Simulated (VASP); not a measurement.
# ZnO (lda) (P6_3mc) in VASP: further runs

ZnO (lda) is run at these levels: LDA; tasks: single point.

All numbers are computed with VASP 6.6.1; they aren't measurements. Logs are shortened: lines on timing, memory, paths and dates and some standing lists are left out, and cuts for length are marked.

**Measured values to compare with.**

From “Electronic structure of alkaline earth and post-transition metal oxides”, 2009, arxiv:0908.1581, for a bulk crystal of ZnO: band gap 3.37 eV.

The runs below are set against these values where they give the same quantity.

## (1) The cell of the first run

It takes space group P6_3mc (No. 186, hexagonal). Conventional cell: a = 3.249 Å, b = 3.249 Å, c = 5.204 Å, α = 90.00°, β = 90.00°, γ = 120.00°. Zn (site symmetry 3m) has 4 O at 1.97 to 1.99 Å within 2.6 Å. Within 2.6 Å of O (site symmetry 3m) lie 4 Zn at 1.97 to 1.99 Å.

## (2) Single point, LDA

Contents of INCAR:

```
  PREC = Accurate
  ENCUT = 520
  EDIFF = 1E-6
  ISMEAR = 0
  SIGMA = 0.1
  LREAL = False
  LASPH = True
  NELM = 60
  ALGO = Normal
  ISIF = 2
  LWAVE = False
  LCHARG = False
  GGA = CA
  NBANDS = 26
```

Contents of KPOINTS:

```
Automatic mesh
0
Gamma
  6 6 4
```

Contents of POSCAR:

```
ZnO
1.0
    3.2494000000      0.0000000000      0.0000000000
   -1.6247000000      2.8140629500      0.0000000000
    0.0000000000      0.0000000000      5.2038000000
Zn O
2 2
Direct
    0.3333333300      0.6666666700      0.0000000000
    0.6666666700      0.3333333300      0.5000000000
    0.3333333300      0.6666666700      0.3830000000
    0.6666666700      0.3333333300      0.8830000000
```

Potentials or basis: VASP PAW LDA potentials, release 64 (Zn, O).

On the command line:

```bash
cat potpaw_LDA.64/Zn/POTCAR potpaw_LDA.64/O/POTCAR > POTCAR
mpirun -np 1 vasp_std > vasp.out
```

OUTCAR:

```text
PREC = Accurate
   ENCUT = 520
   EDIFF = 1E-6
   ISMEAR = 0
   LREAL = False
   LASPH = True
   NELM = 60
   ISIF = 2
   GGA = CA

 ion  position               nearest neighbor table
   1  0.333  0.667  0.000-   4 1.97   4 1.97   4 1.97   3 1.99
   2  0.667  0.333  0.500-   3 1.97   3 1.97   3 1.97   4 1.99
   3  0.333  0.667  0.383-   2 1.97   2 1.97   2 1.97   1 1.99
   4  0.667  0.333  0.883-   1 1.97   1 1.97   1 1.97   2 1.99

  LATTYP: Found a hexagonal cell.
 ALAT       =     3.2494000000
 C/A-ratio  =     1.6014648858

  Lattice vectors:

 A1 = (   3.2494000000,   0.0000000000,   0.0000000000)
 A2 = (  -1.6247000000,   2.8140629500,   0.0000000000)
 A3 = (   0.0000000000,   0.0000000000,   5.2038000000)

Analysis of symmetry for initial positions (statically):
=====================================================================
 Subroutine PRICEL returns:
 Original cell was already a primitive cell.

 Routine SETGRP: Setting up the symmetry group for a
 hexagonal supercell.

 Subroutine GETGRP returns: Found 12 space group operations
 (whereof  6 operations were pure point group operations)
 out of a pool of 24 trial point group operations.

The static configuration has the point symmetry C_3v.
 The point group associated with its full space group is C_6v.

Analysis of symmetry for dynamics (positions and initial velocities):
=====================================================================
 Subroutine PRICEL returns:
 Original cell was already a primitive cell.

 Routine SETGRP: Setting up the symmetry group for a
 hexagonal supercell.

 Subroutine GETGRP returns: Found 12 space group operations
 (whereof  6 operations were pure point group operations)
 out of a pool of 24 trial point group operations.

The dynamic configuration has the point symmetry C_3v.
 The point group associated with its full space group is C_6v.

 Subroutine INISYM returns: Found 12 space group operations
 (whereof  6 operations are pure point group operations),
 and found     1 'primitive' translations

----------------------------------------------------------------------------------------

                                     Primitive cell

  volume of cell :      47.5836

  direct lattice vectors                    reciprocal lattice vectors
     3.249400000  0.000000000  0.000000000     0.307749123  0.177679039  0.000000000
    -1.624700000  2.814062950  0.000000000     0.000000000  0.355358078  0.000000000
     0.000000000  0.000000000  5.203800000     0.000000000  0.000000000  0.192167262

  length of vectors
     3.249400000  3.249400003  5.203800000     0.355358078  0.355358078  0.192167262

  position of ions in fractional coordinates (direct lattice)
     0.333333330  0.666666670  0.000000000
     0.666666670  0.333333330  0.500000000
     0.333333330  0.666666670  0.383000000
     0.666666670  0.333333330  0.883000000

  ion indices of the primitive-cell ions
   primitive index   ion index
                 1           1
                 2           2
                 3           3
                 4           4

----------------------------------------------------------------------------------------

 KPOINTS: Automatic mesh

Automatic generation of k-mesh.
 Grid dimensions read from file:
 generate k-points for:    6    6    4

 Generating k-lattice:

  Cartesian coordinates                     Fractional coordinates (reciprocal lattice)
     0.051291520  0.029613173  0.000000000     0.166666667  0.000000000  0.000000000
     0.000000000  0.059226346  0.000000000     0.000000000  0.166666667  0.000000000
     0.000000000  0.000000000  0.048041816     0.000000000  0.000000000  0.250000000

  Length of vectors
     0.059226346  0.059226346  0.048041816

  Shift w.r.t. Gamma in fractional coordinates (k-lattice)
     0.000000000  0.000000000  0.000000000

 Subroutine IBZKPT returns following result:
 ===========================================

 Found     21 irreducible k-points:

 Following reciprocal coordinates:
            Coordinates               Weight
  0.000000  0.000000  0.000000      1.000000
  0.166667  0.000000  0.000000      6.000000
  0.333333  0.000000  0.000000      6.000000
  0.500000  0.000000  0.000000      3.000000
  0.166667  0.166667  0.000000      6.000000
  0.333333  0.166667  0.000000     12.000000
[... 13 lines left out ...]
  0.333333  0.166667  0.500000     12.000000
  0.333333  0.333333  0.500000      2.000000
   k-points           NKPTS =     21   k-points in BZ     NKDIM =     21   number of bands    NBANDS=     26
   number of dos      NEDOS =    301   number of ions     NIONS =      4
   total plane-waves  NPLWV =  23040
   dimension x,y,z NGX =    24 NGY =   24 NGZ =   40
   dimension x,y,z NGXF=    48 NGYF=   48 NGZF=   80
   ions per type =               2   2
   NGX,Y,Z   is equivalent  to a cutoff of  12.28, 12.28, 12.78 a.u.
   NGXF,Y,Z  is equivalent  to a cutoff of  24.56, 24.56, 25.56 a.u.
 SYSTEM =  unknown system
   PREC   = accura    normal or accurate (medium, high low for compatibility)
   ISTART =      0    job   : 0-new  1-cont  2-samecut
   ICHARG =      2    charge: 1-file 2-atom 10-const
   ISPIN  =      1    spin polarized calculation?
   LNONCOLLINEAR =      F non collinear calculations
   LSORBIT =      F    spin-orbit coupling
   LASPH  =      T    aspherical Exc in radial PAW
   ENCUT  =  520.0 eV  38.22 Ry    6.18 a.u.   6.04  6.04  9.68*2*pi/ulx,y,z
   NELM   =     60;   NELMIN=  2; NELMDL= -5     # of ELM steps
   EDIFF  = 0.1E-05   stopping-criterion for ELM
   LREAL  =      F    real-space projection
   EDIFFG = 0.1E-04   stopping-criterion for IOM
   NSW    =      0    number of steps for IOM
   IBRION =     -1    ionic relax: 0-MD 1-quasi-New 2-CG
   NFREE  =      0    steps in history (QN), initial steepest desc. (CG)
   ISIF   =      2    stress and relaxation
   ISYM   =      2    0-nonsym 1-usesym 2-fastsym
   POTIM  = 0.5000    time-step for ionic-motion
   TEBEG  =    0.0;   TEEND  =   0.0 temperature during run
   PSTRESS=    0.0 pullay stress
   NELECT =      36.0000    total number of electrons
   NUPDOWN=      -1.0000    fix difference up-down
   EMIN   =  10.00;   EMAX   =-10.00  energy-range for DOS
   EFERMI =   0.00;   METHOD = LEGACY
   ISMEAR =     0;   SIGMA  =   0.10  broadening in eV -4-tet -1-fermi 0-gaus
   EFERMI_NEDOS =   21; number of points for ismear=-14 and -15
   IALGO  =     38    algorithm
   IMIX   =      4    mixing-type and parameters
     AMIX     =   0.40;   BMIX     =  1.00
     AMIX_MAG =   1.60;   BMIX_MAG =  1.00
  volume/ion in A,a.u.               =      11.90        80.28
  Fermi-wavevector in a.u.,A,eV,Ry     =   1.491729  2.818958 30.276420  2.225254
  Thomas-Fermi vector in A             =   2.604347
   LORBIT       =      0    0 simple, 1 ext, 2 COOP (PROOUT), +10 PAW based schemes
   GGA     = CA    functional components
   LHFCALC =     F    Hartree Fock is set to
   AEXX    =    0.0000 exact exchange contribution
   IVDW    =     0    specifies the selected vdW correction
   LEPSILON=     F    determine dielectric tensor
   LRPA    =     F    only Hartree local field effects (RPA)
 non-spin polarized calculation
 Gauss-broadening in eV      SIGMA  =   0.10
  energy-cutoff  :      520.00
  volume of cell :       47.58
 maximum number of plane-waves:      1302
   NGX = 13   NGY = 13   NGZ = 19

 number of electron      36.0000017 magnetization

 Free energy of the ion-electron system (eV)
  ---------------------------------------------------
  ext. energy  EPLUGINS =         0.00000000
  ---------------------------------------------------
  free energy    TOTEN  =       -21.11964234 eV

  energy without entropy =      -21.11964233  energy(sigma->0) =      -21.11964234

 E-fermi :   1.2611     XC(G=0): -11.4645

 val. band max:        0.8855841638   @ k =   0.0000   0.0000   0.0000
 cond. band min:       1.6268002415   @ k =   0.0000   0.0000   0.0000
 fundamental gap:      0.7412160777
 Fermi energy:         1.2610862456

 k-point     1 :       0.0000    0.0000    0.0000
  band No.  band energies     occupation
      1     -16.9213      2.00000
      2     -16.1469      2.00000
      3      -4.9058      2.00000
      4      -4.9058      2.00000
      5      -4.8062      2.00000
      6      -4.7913      2.00000
[... 18 lines left out ...]
     25      14.7872      0.00000
     26      14.7872      0.00000

 k-point     2 :       0.1667    0.0000    0.0000
  band No.  band energies     occupation
      1     -16.7665      2.00000
      2     -16.0810      2.00000
      3      -5.0554      2.00000
      4      -4.8192      2.00000
      5      -4.7793      2.00000
      6      -4.6988      2.00000
[... 18 lines left out ...]
     25      14.7365      0.00000
     26      15.0178      0.00000

 k-point     3 :       0.3333    0.0000    0.0000
  band No.  band energies     occupation
      1     -16.4167      2.00000
      2     -15.9715      2.00000
      3      -5.2078      2.00000
      4      -4.8526      2.00000
      5      -4.6763      2.00000
      6      -4.4629      2.00000
[... 18 lines left out ...]
     25      14.1460      0.00000
     26      14.7834      0.00000

 k-point     4 :       0.5000    0.0000    0.0000
  band No.  band energies     occupation
      1     -16.1932      2.00000
      2     -15.9556      2.00000
      3      -5.1237      2.00000
      4      -4.9445      2.00000
      5      -4.6284      2.00000
      6      -4.2529      2.00000
[... 18 lines left out ...]
     25      13.9735      0.00000
     26      14.9174      0.00000
[... 409 lines left out ...]
      1     -16.2511      2.00000
      2     -16.2511      2.00000
      3      -5.2333      2.00000
      4      -5.2333      2.00000
      5      -4.6766      2.00000
      6      -4.6766      2.00000
[... 18 lines left out ...]
     25      14.1530      0.00000
     26      14.1530      0.00000

 k-point    20 :       0.3333    0.1667    0.5000
  band No.  band energies     occupation
      1     -16.0663      2.00000
      2     -16.0663      2.00000
      3      -5.1710      2.00000
      4      -5.1710      2.00000
      5      -4.5368      2.00000
      6      -4.5368      2.00000
[... 18 lines left out ...]
     25      14.8957      0.00000
     26      14.8957      0.00000

 k-point    21 :       0.3333    0.3333    0.5000
  band No.  band energies     occupation
      1     -16.0057      2.00000
      2     -16.0057      2.00000
      3      -4.9160      2.00000
      4      -4.9160      2.00000
      5      -4.6744      2.00000
      6      -4.6744      2.00000
[... 18 lines left out ...]
     25      16.4123      0.00000
     26      16.4133      0.00000

------------------------ aborting loop because EDIFF is reached ----------------------------------------

  FORCE on cell =-STRESS in cart. coord.  units (eV):
  Direction    XX          YY          ZZ          XY          YZ          ZX
  --------------------------------------------------------------------------------------
  -------------------------------------------------------------------------------------
  Total       -1.8197427     -1.8197427     -1.7514764      0.0000000      0.0000000      0.0000000
  in kB      -61.2721303    -61.2721304    -58.9735542      0.0000000      0.0000000      0.0000000
  external PRESSURE =     -60.5059383 kB  Pullay stress =       0.0000000 kB

 VOLUME and BASIS-vectors are now :
 -----------------------------------------------------------------------------
  energy-cutoff  :      520.00
  volume of cell :       47.58
      direct lattice vectors                 reciprocal lattice vectors
     3.249400000  0.000000000  0.000000000     0.307749123  0.177679039  0.000000000
    -1.624700000  2.814062950  0.000000000     0.000000000  0.355358078  0.000000000
     0.000000000  0.000000000  5.203800000     0.000000000  0.000000000  0.192167262

 POSITION                                       TOTAL-FORCE (eV/Angst)
 -----------------------------------------------------------------------------------
     -0.00000      1.87604      0.00000        -0.000000     -0.000000      0.067731
      1.62470      0.93802      2.60190         0.000000      0.000000      0.067731
     -0.00000      1.87604      1.99306         0.000000      0.000000     -0.067731
      1.62470      0.93802      4.59496        -0.000000      0.000000     -0.067731
 -----------------------------------------------------------------------------------
    total drift:                               -0.000016      0.000008     -0.000287

  FREE ENERGIE OF THE ION-ELECTRON SYSTEM (eV)
  ---------------------------------------------------
  free  energy   TOTEN  =       -21.1196423359 eV

  energy  without entropy=      -21.1196423347  energy(sigma->0) =      -21.11964234
```

Run time: 15 s. Hardware: 1 thread of Intel Xeon Platinum 8559C (Emerald Rapids), shared host; peak memory 0.14 GiB.

Results:

* Free energy: -21.1196 eV
* Pressure: -6.1 GPa
* Largest force: 0.068 eV/Å
* Band gap on the k mesh: 0.74 eV, direct

Forces on the atoms (eV/Å):
```
Zn   0.000  0.000  0.068
Zn   0.000  0.000  0.068
O    0.000  0.000 -0.068
O    0.000  0.000 -0.068
```

Stress tensor (GPa, compression positive):
```
-6.13  0.00  0.00
 0.00 -6.13  0.00
 0.00  0.00 -5.90
```

As with any semilocal functional, this LDA gap is likely too small.

[end of part 1 of 2]
